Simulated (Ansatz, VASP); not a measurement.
Two plane-wave programs on C

The input INCAR:

```
PREC = Accurate ; ENCUT = 520
EDIFF = 1E-6 ; ISMEAR = 0
SIGMA = 0.05 ; LREAL = False
LASPH = True ; NELM = 80
ALGO = Normal ; ISIF = 2
LWAVE = False ; LCHARG = True
GGA = PE ; IVDW = 12
LELF = True ; LVHAR = True
NBANDS = 31
```

Contents of KPOINTS:

```
Automatic mesh
0
Gamma
  7 11 3
```

Contents of POSCAR:

```
C
1.0
    0.0000000000      1.4231666446     -3.3613878322
   -2.4649969361      0.0000000000      0.0000000000
    2.6704133475      9.8045042690      1.2836137018
C
10
Direct
    0.0415754697      0.5684157553      0.8939222356
    0.7264615393      0.6744641919      0.0687361772
    0.8052400219      0.3979520828      0.2750326918
   -0.1159814955      1.1214399736      0.4813292064
   -0.0372030129      0.8449278644      0.6876257210
    0.7523169433      0.2490236989      0.1375603374
   -0.1689045742      0.9725115897      0.3438568521
   -0.0901260916      0.6959994806      0.5501533667
   -0.0113476090      1.4194873714      0.7564498813
    0.0674308736      1.1429752622      0.9627463959
```

Input for Ansatz:

```yaml
crystal:
  lattice:
    - [0.0, 1.4231666446, -3.3613878322]
    - [-2.4649969361, 0.0, 0.0]
    - [2.6704133475, 9.804504269, 1.2836137018]
  atoms:
    - { symbol: C, position: [0.0415754697, 0.5684157553, 0.8939222356] }
    - { symbol: C, position: [0.7264615393, 0.6744641919, 0.0687361772] }
    - { symbol: C, position: [0.8052400219, 0.3979520828, 0.2750326918] }
    - { symbol: C, position: [-0.1159814955, 1.1214399736, 0.4813292064] }
    - { symbol: C, position: [-0.0372030129, 0.8449278644, 0.687625721] }
    - { symbol: C, position: [0.7523169433, 0.2490236989, 0.1375603374] }
    - { symbol: C, position: [-0.1689045742, 0.9725115897, 0.3438568521] }
    - { symbol: C, position: [-0.0901260916, 0.6959994806, 0.5501533667] }
    - { symbol: C, position: [-0.011347609, 1.4194873714, 0.7564498813] }
    - { symbol: C, position: [0.0674308736, 1.1429752622, 0.9627463959] }
basis:
  ecutwfc: 520.0
kpoints:
  mp_grid: { grid: [7, 11, 3] }
hamiltonian:
  xc: pbe
  dispersion: d3bj
scf:
  occupations: { method: gaussian, width: 0.05 }
output:
  forces: true
  stress: true
  eigenvalues: true
```

Alike in both runs: task single point; functional PBE; dispersion D3(BJ); k mesh 7 × 11 × 3; occupations gaussian, width 0.05 eV; no spin polarisation.

|  | VASP | Ansatz |
| --- | --- | --- |
| version | VASP 6.6.1 | Ansatz 0.2.0 |
| potentials or method | VASP PAW PBE potentials, release 64 (C), cutoff 520 eV | scalar-relativistic, plane waves, PAW |
| valence electrons in the cell | 40 | 40 |

Ansatz gave:

```
gap on the k mesh at the Fermi level (eV)                     : none
pressure (GPa)                                                : 5.1
traceless stress, the component that is largest in VASP (GPa) : 6.06
rms of the force components (eV/Å)                            : 1.214
```

Task: Estimate VASP's values.

Result: gap on the k mesh at the Fermi level (eV): none; pressure (GPa): 5.6; traceless stress, the component that is largest in VASP (GPa): 6.04; rms of the force components (eV/Å): 1.213.

Atom by atom the forces differ by 0.008 eV/Å (rms over components). A gap of «none» marks a metal or a gap that the smearing closes.
